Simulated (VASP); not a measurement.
Set up this calculation in VASP 6.6.1, as the native input.

```
Task                   : single point
Functional             : r2SCAN
Potentials or basis    : VASP PAW PBE potentials, release 64 (Li_sv)
Cutoff                 : 520 eV
k mesh                 : 22 × 22 × 22
Occupations            : fermi-dirac, width 0.08 eV
Spin                   : no spin polarisation
Dipole correction      : no
Further INCAR settings : ALGO = Normal; EDIFF = 1e-06; NBANDS = 8
```

Crystal: Li.

```xyz
1
Lattice="0.0000 2.1890 2.1890 2.1890 0.0000 2.1890 2.1890 2.1890 0.0000" Properties=species:S:1:pos:R:3 pbc="T T T"
Li    0.0000    0.0000    0.0000
```

This isn't the form of Li at room conditions, which is bcc.

The input as run:

POSCAR

```
Li
1.0
    0.0000000000      2.1890237976      2.1890237976
    2.1890237976      0.0000000000      2.1890237976
    2.1890237976      2.1890237976      0.0000000000
Li
1
Direct
    0.0000000000      0.0000000000      0.0000000000
```

INCAR.step1

```
SYSTEM = Li
  PREC = Accurate
  ENCUT = 520
  ISMEAR = -1
  SIGMA = 0.08
  LREAL = .False.
  LASPH = .True.
  NELM = 100
  NBANDS = 8
  GGA = PE
  ALGO = Normal
  EDIFF = 1E-4
  LWAVE = .True.
  LCHARG = .False.
```

INCAR.step2

```
SYSTEM = Li
  PREC = Accurate
  ENCUT = 520
  EDIFF = 1E-6
  ISMEAR = -1
  SIGMA = 0.08
  LREAL = .False.
  LASPH = .True.
  NELM = 100
  ALGO = Normal
  ISIF = 2
  LWAVE = .False.
  LCHARG = .True.
  METAGGA = R2SCAN
  LMIXTAU = .True.
  LELF = .True.
  LVHAR = .True.
  NBANDS = 8
  ISTART = 1
```

KPOINTS

```
Automatic mesh
0
Gamma
  22 22 22
  0 0 0
```

Potentials or basis: VASP PAW PBE potentials, release 64 (Li_sv).

Run with:

```console
$ cat potpaw_PBE.64/Li_sv/POTCAR > POTCAR
$ cp INCAR.step1 INCAR
$ mpirun -np 1 vasp_std > vasp.out
$ cp INCAR.step2 INCAR
$ mpirun -np 1 vasp_std > vasp.out
```

Results of the run:

- Band gap on the k mesh: zero (an odd number of electrons rules out a gap without spin polarisation)

Run time: 6.1 min on 1 thread of Oxide Virtual Turin-like Processor, with other jobs on the host, peak memory 0.13 GiB.
